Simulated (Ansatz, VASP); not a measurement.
## One calculation of Li2CaO2, two programs

```
Li Ca O
1.0
     4.27273    0.00000    0.00000
     0.00000    4.27273    0.00000
     0.00000    0.00000    6.04255
Li Ca O
2 1 2
Direct
  0.00000 0.00000 0.00000
  0.50000 0.50000 0.50000
  0.00000 0.00000 0.50000
  0.50000 0.00000 0.75000
  0.00000 0.50000 0.25000
```

Change from the starting cell: ordered mixture with vacancies on the cation sites of antifluorite (P-4m2, No. 115).

Alike in both runs: task relaxation of cell and atoms; functional PBE; k mesh 4 × 4 × 4; occupations gaussian, width 0.1 eV; no spin polarisation.

|  | VASP | Ansatz |
| --- | --- | --- |
| version | VASP 6.6.1 | Ansatz 0.2.0 |
| potentials or method | VASP PAW PBE potentials, release 64 (Li_sv, Ca_sv, O), cutoff 750 eV | scalar-relativistic, plane waves, PAW |
| valence electrons in the cell | 28 | 28 |

Ansatz gave:

```
gap on the k mesh at the Fermi level, each at its own relaxed structure (eV) : 3.46
relaxed volume (Å³/atom)                                                     : 14.76
relaxed cell length with the largest relative difference (Å)                 : 3.724
```

Question: Estimate VASP's values.

Answer: gap on the k mesh at the Fermi level, each at its own relaxed structure (eV): 3.41; relaxed volume (Å³/atom): 14.92; relaxed cell length with the largest relative difference (Å): 3.738.

Noted on VASP's run: the volume moved by over 15 % at a fixed basis, so the end points are rough.
